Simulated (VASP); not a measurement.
# Mo: single point with PBEsol

Mo:

```
CELL_PARAMETERS angstrom
2.67378 0.00000 0.00000
-1.33689 2.31556 0.00000
0.00000 0.00000 2.49207
ATOMIC_POSITIONS crystal
Mo 0.00000 0.00000 0.50000
```

This cell differs from its parent crystal: strain -0.025 along x and y, +0.000 along z.

* Program: VASP 6.6.1
* Task: single point
* Functional: PBEsol
* Potentials or basis: VASP PAW PBE potentials, release 64 (Mo_sv)
* Cutoff: 520 eV
* k mesh: 24 × 24 × 24
* Occupations: gaussian, width 0.15 eV
* Spin: no spin polarisation
* Dipole correction: no
* Further INCAR settings: ALGO = Fast; EDIFF = 1e-06; NBANDS = 13

- Pressure: 13.6 GPa
- Band gap on the k mesh: zero (band 7 reaches 13.60 eV, above the bottom of band 8 at 11.50 eV)

Stress tensor (GPa, compression positive):
```
17.27  0.00  0.00
 0.00 17.27  0.00
 0.00  0.00  6.24
```

Levels at points of the mesh, in eV from the Fermi level:
| k point | band 3 | band 4 | band 5 | band 6 | band 7 | band 8 | band 9 | band 10 | band 11 | band 12 |
| --- | --- | --- | --- | --- | --- | --- | --- | --- | --- | --- |
| (0.00, 0.00, 0.00) | -34.12 | -34.03 | -7.06 | -4.74 | -1.05 | -1.05 | 4.55 | 4.55 | 12.99 | 16.39 |
| (0.50, 0.00, 0.00) | -34.51 | -33.84 | -5.38 | -3.36 | 1.04 | 1.21 | 3.80 | 4.86 | 11.06 | 13.97 |
| (0.00, 0.00, 0.50) | -33.92 | -33.92 | -3.88 | -0.13 | -0.13 | 0.09 | 0.82 | 0.82 | 11.12 | 16.25 |
| (0.50, 0.00, 0.50) | -35.51 | -34.29 | -5.93 | -3.72 | -0.59 | 5.26 | 6.62 | 6.69 | 7.86 | 16.92 |

Wall time 60 s on 1 thread of Intel(R) Xeon(R) 6975P-C (Granite Rapids), with other jobs on the host, peak memory 0.25 GiB.

Caveat: the cell differs from its parent crystal (strain -0.025 along x and y, +0.000 along z); the PAW data sets were made with another functional, which shifts forces and pressure a little.
